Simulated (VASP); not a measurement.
## Sc3NbO2: single point with PBE

Sc3NbO2:

```xyz
6
Lattice="4.0723 0.0000 0.0000 -2.0361 3.5267 0.0000 0.0000 0.0000 6.9252" Properties=species:S:1:pos:R:3 pbc="T T T"
Sc    0.0000    2.3511    0.0000
Sc    2.0361    1.1756    0.0000
Sc    0.0000    0.0000    0.0000
Nb    0.0000    0.0000    3.4626
O     0.0000    0.0000    1.9167
O     0.0000    0.0000    5.0086
```

| Property | Result |
| --- | --- |
| Program | VASP 6.6.1 |
| Task | single point |
| Functional | PBE |
| Potentials or basis | VASP PAW PBE potentials, release 64 (Sc_sv, Nb_sv, O) |
| Cutoff | 520 eV |
| k mesh | 6 × 6 × 4 |
| Occupations | gaussian, width 0.1 eV |
| Spin | no spin polarisation |
| Dipole correction | no |
| Further INCAR settings | ALGO = Normal; EDIFF = 1e-06; NBANDS = 38 |

```
Pressure               : 74.2 GPa
Largest force          : 22.105 eV/Å
Band gap on the k mesh : zero (band 29 reaches 6.06 eV, above the bottom of band 30 at 5.16 eV)
```

Forces in eV/Å, atoms in the order of the input:
```
Sc    0.000   0.000   0.000
Sc    0.000   0.000   0.000
Sc    0.000   0.000   0.000
Nb    0.000   0.000   0.000
O     0.000   0.000 -22.105
O     0.000   0.000  22.105
```

Stress tensor (GPa, compression positive):
```
 35.94   0.00   0.00
  0.00  35.94   0.00
  0.00   0.00 150.79
```

Levels at points of the mesh, in eV from the Fermi level:
| k point | band 26 | band 27 | band 28 | band 29 | band 30 | band 31 | band 32 | band 33 |
| --- | --- | --- | --- | --- | --- | --- | --- | --- |
| (0.00, 0.00, 0.00) | -1.18 | 0.13 | 0.13 | 0.36 | 0.36 | 0.84 | 0.84 | 1.21 |
| (0.50, 0.00, 0.00) | -1.23 | -1.19 | 0.26 | 0.41 | 0.42 | 0.65 | 1.16 | 1.35 |
| (0.00, 0.00, 0.50) | -2.09 | -0.11 | -0.11 | 0.13 | 0.68 | 0.68 | 1.78 | 1.78 |
| (0.50, 0.00, 0.50) | -1.15 | -0.50 | 0.25 | 0.42 | 0.61 | 1.05 | 1.22 | 1.33 |

It took 80 s on 1 thread of Intel(R) Xeon(R) Platinum 8375C CPU @ 2.90GHz (Ice Lake), on a shared host, peak memory 0.25 GiB.

Caveat: forces of over 1 eV/Å act on the atoms, so gaps and moduli don't describe the material at rest.
